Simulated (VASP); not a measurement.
Set up this calculation in VASP 6.6.1, as the native input.

- Task: relaxation of the atoms
- Functional: LDA
- Potentials or basis: VASP PAW LDA potentials, release 64 (Os, C)
- Cutoff: 520 eV
- k mesh: 12 × 12 × 1
- Occupations: gaussian, width 0.1 eV
- Spin: no spin polarisation
- Dipole correction: yes
- Atoms held fixed (from 0): [0, 1, 2, 3, 4]
- Further INCAR settings: ALGO = Normal; EDIFF = 1e-07; IBRION = 2; EDIFFG = -0.025; NSW = 36

The structure of Os4C lies in POSCAR:

```
Os4C
1.0
    2.7145740629      0.0000000000      0.0000000000
   -1.3572870314      2.3508900989      0.0000000000
    0.0000000000      0.0000000000     21.8661488866
Os C
4 1
Selective dynamics
Direct
    0.6666666667      0.3333333333      0.1829311609  F F F
    0.3333333333      0.6666666667      0.2811020214  F F F
    0.6666666667      0.3333333333      0.3787246389  F F F
    0.3333333333      0.6666666667      0.4740729124  F F F
    0.3333333333      0.8333333333      0.5536444169  F F T
```

One way to write it, as run:

INCAR

```
ALGO = Normal
DIPOL = 0.5 0.5 0.374
EDIFF = 1E-7
EDIFFG = -0.025
ENCUT = 520
IBRION = 2
IDIPOL = 3
ISIF = 2
ISMEAR = 0
KPAR = 4
LASPH = True
LCHARG = False
LDIPOL = True
LREAL = False
LWAVE = False
NELM = 80
NSW = 36
PREC = Accurate
SIGMA = 0.1
```

KPOINTS

```
k-points
0
Gamma
  12 12 1
```

Potentials or basis: VASP PAW LDA potentials, release 64 (Os, C).

Launch:

```console
$ cat potpaw_LDA.64/Os/POTCAR potpaw_LDA.64/C/POTCAR > POTCAR
$ mpirun -np 4 vasp_std > vasp.out
```

It gave:

- Energy gained by relaxing: 0.3 meV/atom
- Ionic steps: 3
- Band gap on the k mesh: zero (band 18 reaches 2.15 eV, above the bottom of band 19 at -0.73 eV)

Caveat: spin-orbit coupling is left out, which moves the levels of the heavy elements.

It took 9.4 min on 4 MPI ranks on AMD EPYC 7R13 Processor (Zen 3), with other jobs on the host, peak memory 0.32 GiB a rank.
